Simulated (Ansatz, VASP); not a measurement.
**KMgH3: VASP beside Ansatz**

```
CELL_PARAMETERS angstrom
4.22625 0.00000 0.00000
0.00000 4.22625 0.00000
0.00000 0.00000 4.02500
ATOMIC_POSITIONS crystal
K 0.00000 0.00000 0.00000
Mg 0.50000 0.50000 0.50000
H 0.00000 0.50000 0.50000
H 0.50000 0.00000 0.50000
H 0.50000 0.50000 0.00000
```

Change from the starting cell: strain +0.050 along x and y, +0.000 along z, atoms carried along.

Alike in both runs: task single point; functional LDA; k mesh 8 × 8 × 8; occupations gaussian, width 0.05 eV; no spin polarisation.

```csv
,VASP,Ansatz
version,VASP 6.6.1,Ansatz 0.2.0
potentials or method,"VASP PAW LDA potentials, release 64 (K_sv, Mg, H), cutoff 520 eV","scalar-relativistic, plane waves, PAW"
valence electrons in the cell,14,22
```

Ansatz gave:

```
gap on the k mesh at the Fermi level (eV)                     : 1.77
least direct gap on the mesh (eV)                             : 3.71
pressure (GPa)                                                : -5.2
traceless stress, the component that is largest in VASP (GPa) : 1.09
```

Question: What did VASP give for the same quantities?

Answer: gap on the k mesh at the Fermi level (eV): 1.76; least direct gap on the mesh (eV): 3.71; pressure (GPa): -5.5; traceless stress, the component that is largest in VASP (GPa): 1.09.

LDA's correlation is that of Perdew and Zunger in VASP and of Perdew and Wang (1992) in Ansatz. VASP's potentials hold 14 valence electrons a cell and Ansatz's 22, so a difference there can come from the potentials and not from the codes.
